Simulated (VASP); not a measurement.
# Nb (P6_3/mmc) in VASP: single point with r2SCAN

Aim: the single point of Nb with r2SCAN.

Everything below comes from runs of VASP 6.6.1. Logs are shortened: lines on timing, memory, paths and dates and some standing lists are left out, and cuts for length are marked.

### 1 The cell of the first run

The structure is hexagonal, space group P6_3/mmc (No. 194). Conventional cell: a = 4.520 Å, b = 4.520 Å, c = 4.842 Å, α = 90.00°, β = 90.00°, γ = 120.00°. Within 3.2 Å of Nb (site symmetry -6m2) lie 5 Nb at 2.42 to 2.61 Å. Nb (site symmetry -6m2) has 3 Nb at 2.61 Å within 3.4 Å.

### 2 Single point, r2SCAN

POSCAR

```
Nb
1.0
    4.5199151301      0.0000000000      0.0000000000
   -2.2599575651      3.9143613256      0.0000000000
    0.0000000000      0.0000000000      4.8422865496
Nb
4
Direct
    0.0000000000      0.0000000000      0.2500000000
    0.0000000000      0.0000000000      0.7500000000
    0.3333333333      0.6666666667      0.7500000000
    0.6666666667      0.3333333333      0.2500000000
```

INCAR.step1

```
PREC = Accurate
ENCUT = 520
ISMEAR = 0
SIGMA = 0.1
LREAL = False
LASPH = True
NELM = 60
NBANDS = 34
GGA = PE
ALGO = Normal
EDIFF = 1E-4
LWAVE = True
LCHARG = False
```

INCAR.step2

```
PREC = Accurate
ENCUT = 520
EDIFF = 1E-6
ISMEAR = 0
SIGMA = 0.1
LREAL = False
LASPH = True
NELM = 60
ALGO = Normal
ISIF = 2
LWAVE = False
LCHARG = False
METAGGA = R2SCAN
LMIXTAU = True
NBANDS = 34
ISTART = 1
```

KPOINTS

```
Automatic mesh
0
Gamma
  12 12 10
```

Potentials or basis: VASP PAW PBE potentials, release 64 (Nb_sv).

Command:

```
$ cat potpaw_PBE.64/Nb_sv/POTCAR > POTCAR
$ cp INCAR.step1 INCAR
$ mpirun -np 1 vasp_std > vasp.out
$ cp INCAR.step2 INCAR
$ mpirun -np 1 vasp_std > vasp.out
```

OUTCAR:

```text
PREC = Accurate
   ENCUT = 520
   EDIFF = 1E-6
   ISMEAR = 0
   LREAL = False
   LASPH = True
   NELM = 60
   ISIF = 2
   METAGGA = R2SCAN
   ISTART = 1

 ion  position               nearest neighbor table
   1  0.000  0.000  0.250-   2 2.42   2 2.42   4 2.61   4 2.61   4 2.61
   2  0.000  0.000  0.750-   1 2.42   1 2.42   3 2.61   3 2.61   3 2.61
   3  0.333  0.667  0.750-   2 2.61   2 2.61   2 2.61
   4  0.667  0.333  0.250-   1 2.61   1 2.61   1 2.61

  LATTYP: Found a hexagonal cell.
 ALAT       =     4.5199151301
 C/A-ratio  =     1.0713224497

  Lattice vectors:

 A1 = (   4.5199151301,   0.0000000000,   0.0000000000)
 A2 = (  -2.2599575651,   3.9143613256,   0.0000000000)
 A3 = (   0.0000000000,   0.0000000000,   4.8422865496)

Analysis of symmetry for initial positions (statically):
=====================================================================
 Subroutine PRICEL returns:
 Original cell was already a primitive cell.

 Routine SETGRP: Setting up the symmetry group for a
 hexagonal supercell.

 Subroutine GETGRP returns: Found 24 space group operations
 (whereof 12 operations were pure point group operations)
 out of a pool of 24 trial point group operations.

The static configuration has the point symmetry D_3d.
 The point group associated with its full space group is D_6h.

Analysis of symmetry for dynamics (positions and initial velocities):
=====================================================================
 Subroutine PRICEL returns:
 Original cell was already a primitive cell.

 Routine SETGRP: Setting up the symmetry group for a
 hexagonal supercell.

 Subroutine GETGRP returns: Found 24 space group operations
 (whereof 12 operations were pure point group operations)
 out of a pool of 24 trial point group operations.

The dynamic configuration has the point symmetry D_3d.
 The point group associated with its full space group is D_6h.

 Subroutine INISYM returns: Found 24 space group operations
 (whereof 12 operations are pure point group operations),
 and found     1 'primitive' translations

----------------------------------------------------------------------------------------

                                     Primitive cell

  volume of cell :      85.6725

  direct lattice vectors                    reciprocal lattice vectors
     4.519915130  0.000000000  0.000000000     0.221243092  0.127734759  0.000000000
    -2.259957565  3.914361326  0.000000000     0.000000000  0.255469518  0.000000000
     0.000000000  0.000000000  4.842286550     0.000000000  0.000000000  0.206514007

  length of vectors
     4.519915130  4.519915130  4.842286550     0.255469518  0.255469518  0.206514007

  position of ions in fractional coordinates (direct lattice)
     0.000000000  0.000000000  0.250000000
     0.000000000  0.000000000  0.750000000
     0.333333333  0.666666667  0.750000000
     0.666666667  0.333333333  0.250000000

  ion indices of the primitive-cell ions
   primitive index   ion index
                 1           1
                 2           2
                 3           3
                 4           4

----------------------------------------------------------------------------------------

 KPOINTS: Automatic mesh

Automatic generation of k-mesh.
 Grid dimensions read from file:
 generate k-points for:   12   12   10

 Generating k-lattice:

  Cartesian coordinates                     Fractional coordinates (reciprocal lattice)
     0.018436924  0.010644563  0.000000000     0.083333333 -0.000000000  0.000000000
     0.000000000  0.021289126  0.000000000     0.000000000  0.083333333  0.000000000
     0.000000000  0.000000000  0.020651401     0.000000000  0.000000000  0.100000000

  Length of vectors
     0.021289126  0.021289126  0.020651401

  Shift w.r.t. Gamma in fractional coordinates (k-lattice)
     0.000000000  0.000000000  0.000000000

 Subroutine IBZKPT returns following result:
 ===========================================

 Found    114 irreducible k-points:

 Following reciprocal coordinates:
            Coordinates               Weight
  0.000000  0.000000  0.000000      1.000000
  0.083333  0.000000  0.000000      6.000000
  0.166667 -0.000000  0.000000      6.000000
  0.250000  0.000000  0.000000      6.000000
  0.333333 -0.000000  0.000000      6.000000
  0.416667 -0.000000  0.000000      6.000000
[... 16 lines left out ...]
  0.250000  0.000000  0.100000     12.000000
  0.333333 -0.000000  0.100000     12.000000
 [... further k-points ...]
   k-points           NKPTS =    114   k-points in BZ     NKDIM =    114   number of bands    NBANDS=     34
   number of dos      NEDOS =    301   number of ions     NIONS =      4
   total plane-waves  NPLWV =  46656
   dimension x,y,z NGX =    36 NGY =   36 NGZ =   36
   dimension x,y,z NGXF=    72 NGYF=   72 NGZF=   72
   ions per type =               4
   NGX,Y,Z   is equivalent  to a cutoff of  13.24, 13.24, 12.36 a.u.
   NGXF,Y,Z  is equivalent  to a cutoff of  26.48, 26.48, 24.72 a.u.
 SYSTEM =  unknown system
   PREC   = accura    normal or accurate (medium, high low for compatibility)
   ISTART =      1    job   : 0-new  1-cont  2-samecut
   ICHARG =      0    charge: 1-file 2-atom 10-const
   ISPIN  =      1    spin polarized calculation?
   LNONCOLLINEAR =      F non collinear calculations
   LSORBIT =      F    spin-orbit coupling
   LASPH  =      T    aspherical Exc in radial PAW
   ENCUT  =  520.0 eV  38.22 Ry    6.18 a.u.   8.40  8.40  9.00*2*pi/ulx,y,z
   NELM   =     60;   NELMIN=  2; NELMDL=  0     # of ELM steps
   EDIFF  = 0.1E-05   stopping-criterion for ELM
   LREAL  =      F    real-space projection
   EDIFFG = 0.1E-04   stopping-criterion for IOM
   NSW    =      0    number of steps for IOM
   IBRION =     -1    ionic relax: 0-MD 1-quasi-New 2-CG
   NFREE  =      0    steps in history (QN), initial steepest desc. (CG)
   ISIF   =      2    stress and relaxation
   ISYM   =      2    0-nonsym 1-usesym 2-fastsym
   POTIM  = 0.5000    time-step for ionic-motion
   TEBEG  =    0.0;   TEEND  =   0.0 temperature during run
   PSTRESS=    0.0 pullay stress
   NELECT =      52.0000    total number of electrons
   NUPDOWN=      -1.0000    fix difference up-down
   EMIN   =  10.00;   EMAX   =-10.00  energy-range for DOS
   EFERMI =   0.00;   METHOD = LEGACY
   ISMEAR =     0;   SIGMA  =   0.10  broadening in eV -4-tet -1-fermi 0-gaus
   EFERMI_NEDOS =   21; number of points for ismear=-14 and -15
   IALGO  =     38    algorithm
   IMIX   =      4    mixing-type and parameters
     AMIX     =   0.40;   BMIX     =  1.00
     AMIX_MAG =   1.60;   BMIX_MAG =  1.00
  volume/ion in A,a.u.               =      21.42       144.54
  Fermi-wavevector in a.u.,A,eV,Ry     =   1.386103  2.619354 26.140608  1.921280
  Thomas-Fermi vector in A             =   2.510450
   LORBIT       =      0    0 simple, 1 ext, 2 COOP (PROOUT), +10 PAW based schemes
   METAGGA = R2SCAN    functional components
   LHFCALC =     F    Hartree Fock is set to
   AEXX    =    0.0000 exact exchange contribution
   IVDW    =     0    specifies the selected vdW correction
   LEPSILON=     F    determine dielectric tensor
   LRPA    =     F    only Hartree local field effects (RPA)
 non-spin polarized calculation
 Gauss-broadening in eV      SIGMA  =   0.10
  energy-cutoff  :      520.00
  volume of cell :       85.67
 maximum number of plane-waves:      2334
 NGX is ok and might be reduce to    36
   NGX = 17   NGY = 17   NGZ = 19

 number of electron      51.9999996 magnetization

 Free energy of the ion-electron system (eV)
  ---------------------------------------------------
  ext. energy  EPLUGINS =         0.00000000
  ---------------------------------------------------
  free energy    TOTEN  =       -93.72920217 eV

  energy without entropy =      -93.70786450  energy(sigma->0) =      -93.71853333

 E-fermi :   8.9106     XC(G=0): -12.3331

 val. band max:        8.9005232402   @ k =   0.1667   0.0833   0.0000
 cond. band min:       8.9165056038   @ k =   0.5000   0.0000   0.1000
 fundamental gap:      0.0159823636
 Fermi energy:         8.9105774893

 k-point     1 :       0.0000    0.0000    0.0000
  band No.  band energies     occupation
      1     -47.7740      2.00000
      2     -47.7027      2.00000
      3     -47.0665      2.00000
      4     -46.4829      2.00000
      5     -24.2897      2.00000
      6     -23.5008      2.00000
[... 26 lines left out ...]
     33      10.9198      0.00000
     34      12.4307      0.00000

 k-point     2 :       0.0833    0.0000    0.0000
  band No.  band energies     occupation
      1     -47.7693      2.00000
      2     -47.7010      2.00000
      3     -47.0714      2.00000
      4     -46.4854      2.00000
      5     -24.2865      2.00000
      6     -23.5161      2.00000
[... 26 lines left out ...]
     33      11.4527      0.00000
     34      12.3893      0.00000

 k-point     3 :       0.1667   -0.0000    0.0000
  band No.  band energies     occupation
      1     -47.7560      2.00000
      2     -47.6962      2.00000
      3     -47.0850      2.00000
      4     -46.4924      2.00000
      5     -24.2777      2.00000
      6     -23.5527      2.00000
[... 26 lines left out ...]
     33      12.1184      0.00000
     34      12.2690      0.00000

 k-point     4 :       0.2500    0.0000    0.0000
  band No.  band energies     occupation
      1     -47.7366      2.00000
      2     -47.6898      2.00000
      3     -47.1046      2.00000
      4     -46.5020      2.00000
      5     -24.2655      2.00000
      6     -23.5957      2.00000
[... 26 lines left out ...]
     33      12.0795      0.00000
     34      12.6823      0.00000

 k-point     5 :       0.3333   -0.0000    0.0000
  band No.  band energies     occupation
      1     -47.7153      2.00000
      2     -47.6840      2.00000
      3     -47.1255      2.00000
      4     -46.5117      2.00000
      5     -24.2531      2.00000
      6     -23.6338      2.00000
[... 621 lines left out ...]
 k-point    22 :       0.1667   -0.0000    0.1000
  band No.  band energies     occupation
      1     -47.7538      2.00000
      2     -47.6972      2.00000
      3     -47.0722      2.00000
      4     -46.5084      2.00000
      5     -24.2037      2.00000
      6     -23.5472      2.00000
[... 26 lines left out ...]
     33      12.0924      0.00000
     34      12.2751      0.00000

 k-point    23 :       0.2500    0.0000    0.1000
  band No.  band energies     occupation
      1     -47.7349      2.00000
      2     -47.6906      2.00000
      3     -47.0915      2.00000
      4     -46.5182      2.00000
      5     -24.1909      2.00000
      6     -23.5894      2.00000
[... 26 lines left out ...]
     33      12.1518      0.00000
     34      12.6144      0.00000

 k-point    24 :       0.3333   -0.0000    0.1000
  band No.  band energies     occupation
      1     -47.7141      2.00000
      2     -47.6846      2.00000
      3     -47.1119      2.00000
      4     -46.5281      2.00000
      5     -24.1779      2.00000
      6     -23.6270      2.00000
[... 26 lines left out ...]
     33      12.5055      0.00000
     34      12.9731      0.00000

 [... further k-points ...]
[... 5 lines left out ...]
  --------------------------------------------------------------------------------------
  -------------------------------------------------------------------------------------
  Total       -0.0025073     -0.0025073     -0.0103912      0.0000000      0.0000000      0.0000000
  in kB       -0.0468902     -0.0468902     -0.1943281      0.0000000      0.0000000      0.0000000
  external PRESSURE =      -0.0960362 kB  Pullay stress =       0.0000000 kB

 VOLUME and BASIS-vectors are now :
 -----------------------------------------------------------------------------
  energy-cutoff  :      520.00
  volume of cell :       85.67
      direct lattice vectors                 reciprocal lattice vectors
     4.519915130  0.000000000  0.000000000     0.221243092  0.127734759  0.000000000
    -2.259957565  3.914361326  0.000000000     0.000000000  0.255469518  0.000000000
     0.000000000  0.000000000  4.842286550     0.000000000  0.000000000  0.206514007

 POSITION                                       TOTAL-FORCE (eV/Angst)
 -----------------------------------------------------------------------------------
      0.00000      0.00000      1.21057         0.000000     -0.000000     -0.000000
      0.00000      0.00000      3.63171         0.000000     -0.000000     -0.000000
     -0.00000      2.60957      3.63171         0.000000     -0.000000     -0.000000
      2.25996      1.30479      1.21057        -0.000000      0.000000      0.000000
 -----------------------------------------------------------------------------------
    total drift:                               -0.000000      0.000000     -0.000000

  FREE ENERGIE OF THE ION-ELECTRON SYSTEM (eV)
  ---------------------------------------------------
  free  energy   TOTEN  =       -93.7292021683 eV

  energy  without entropy=      -93.7078644956  energy(sigma->0) =      -93.71853333
```

Wall time 30 min (1 thread of Oxide Virtual Turin-like, shared host); peak memory 0.34 GiB.

What came out:

```yaml
Free_energy: -93.7292 eV
Pressure: 0.0 GPa
Band_gap_on_the_k_mesh: zero (band 26 reaches 9.54 eV, above the bottom of band 27 at 8.68 eV)
```

Levels at points of the mesh, in eV from the Fermi level:
| k point | band 23 | band 24 | band 25 | band 26 | band 27 | band 28 | band 29 | band 30 |
| --- | --- | --- | --- | --- | --- | --- | --- | --- |
| (0.00, 0.00, 0.00) | -0.67 | -0.30 | -0.30 | -0.06 | -0.06 | 0.99 | 0.99 | 1.77 |
| (0.50, 0.00, 0.00) | -1.51 | -0.90 | -0.69 | -0.53 | -0.03 | 0.49 | 2.05 | 2.32 |
| (0.00, 0.00, 0.50) | 0.15 | 0.15 | 0.40 | 0.40 | 0.40 | 0.40 | 1.60 | 1.60 |
| (0.50, 0.00, 0.50) | -0.98 | -0.98 | -0.83 | -0.83 | 0.31 | 0.31 | 1.81 | 1.81 |

Caveat: the PAW data sets were made with another functional, which shifts forces and pressure a little.
